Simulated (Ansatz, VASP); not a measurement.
# One calculation of SnC2, two programs

INCAR

```
PREC     = Accurate       # precision mode
ENCUT    = 600            # plane-wave cutoff, eV
EDIFF    = 1E-6           # SCF threshold, eV
ISMEAR   = 0              # smearing method
SIGMA    = 0.2            # smearing width, eV
LREAL    = F              # projectors in reciprocal space
LASPH    = T              # aspherical terms in the spheres
NELM     = 120            # most SCF steps
ALGO     = Normal         # electronic algorithm
ISIF     = 2              # what is computed and relaxed
LWAVE    = F              # write WAVECAR
LCHARG   = T              # write CHGCAR
GGA      = PE             # functional
LELF     = T              # ELF
LVHAR    = T            
NBANDS   = 43             # bands
GGA_COMPAT= F
```

Contents of KPOINTS:

```
Automatic mesh
0
Gamma
  6 6 2
```

The input POSCAR:

```
SnC2
1.0
    4.2924691180      0.0000000000      0.0000000000
   -2.1462345590      3.7173873011      0.0000000000
    0.0000000000      0.0000000000     11.4291802838
Sn C
3 6
Direct
    0.0000000000      0.0000000000      0.5000000000
    0.3333333333      0.6666666667      0.3609687439
    0.6666666667      0.3333333333      0.6390312561
    0.6666546540      0.0000000000      0.0000000000
    0.0000000000      0.3333453460      0.0000000000
    0.3333453460      0.3333453460      0.0000000000
    0.6666546540      0.6666546540      0.0000000000
    0.3333453460      0.0000000000      0.0000000000
    0.0000000000      0.6666546540      0.0000000000
```

Input for Ansatz:

```yaml
crystal:
  lattice:
    - [4.292469118, 0.0, 0.0]
    - [-2.146234559, 3.7173873011, 0.0]
    - [0.0, 0.0, 11.4291802838]
  atoms:
    - { symbol: Sn, position: [0.0, 0.0, 0.5] }
    - { symbol: Sn, position: [0.3333333333, 0.6666666667, 0.3609687439] }
    - { symbol: Sn, position: [0.6666666667, 0.3333333333, 0.6390312561] }
    - { symbol: C, position: [0.666654654, 0.0, 0.0] }
    - { symbol: C, position: [0.0, 0.333345346, 0.0] }
    - { symbol: C, position: [0.333345346, 0.333345346, 0.0] }
    - { symbol: C, position: [0.666654654, 0.666654654, 0.0] }
    - { symbol: C, position: [0.333345346, 0.0, 0.0] }
    - { symbol: C, position: [0.0, 0.666654654, 0.0] }
basis:
  ecutwfc: 420
kpoints:
  mp_grid: { grid: [6, 6, 2] }
hamiltonian:
  xc: pbe
scf:
  occupations: { method: gaussian, width: 0.2 }
  lower_state_search: "off"
output:
  forces: true
  stress: true
  eigenvalues: true
```

Alike in both runs: task single point; functional PBE; k mesh 6 × 6 × 2; occupations gaussian, width 0.2 eV; no spin polarisation.

|  | VASP | Ansatz |
| --- | --- | --- |
| version | VASP 6.6.1 | Ansatz 0.2.0 |
| potentials or method | VASP PAW PBE potentials, release 64 (Sn_d, C), cutoff 600 eV | scalar-relativistic, plane waves, PAW |
| valence electrons in the cell | 66 | 66 |

|  | VASP | Ansatz | Ansatz less VASP |
| --- | --- | --- | --- |
| gap on the k mesh at the Fermi level (eV) | none | none | - |
| pressure (GPa) | 0.3 | 0.3 | 0.00 |
| traceless stress, the component that is largest in VASP (GPa) | -0.67 | -0.57 | +0.105 |
| rms of the force components (eV/Å) | 0.013 | 0.013 | +0.0005 |

Atom by atom the forces differ by 0.000 eV/Å (rms over components). A gap of «none» marks a metal or a gap that the smearing closes. The functional is the same, so the differences come from potentials, cutoffs and numerics.
